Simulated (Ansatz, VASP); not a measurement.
## Two plane-wave programs on MgInAu4

```xyz
6
Lattice="0.0000 3.8209 3.8209 3.8209 0.0000 3.8209 3.8209 3.8209 0.0000" Properties=species:S:1:pos:R:3 pbc="T T T"
Au    4.7762    4.7762    4.7762
Au    4.7762    2.8657    2.8657
Au    2.8657    2.8657    4.7762
Au    2.8657    4.7762    2.8657
Mg    0.0000    0.0000    0.0000
In    1.9105    1.9105    1.9105
```

Alike in both runs: task single point; functional LDA; k mesh 6 × 6 × 6; no spin polarisation.

```csv
,VASP,Ansatz
version,VASP 6.6.1,Ansatz 0.2.0
potentials or method,"VASP PAW LDA potentials, release 64 (Au, Mg, In_d), cutoff 520 eV",PAW plane waves
occupations,"methfessel-paxton of order 1, width 0.0811 eV","cold, width 0.0811 eV"
valence electrons in the cell,59,99
```

|  | VASP | Ansatz | Ansatz less VASP |
| --- | --- | --- | --- |
| pressure (GPa) | 0.9 | 0.9 | -0.01 |

LDA's correlation is that of Perdew and Zunger in VASP and of Perdew and Wang (1992) in Ansatz. VASP's potentials hold 59 valence electrons a cell and Ansatz's 99, so a difference there can come from the potentials and not from the codes.

Spin-orbit coupling is off throughout.
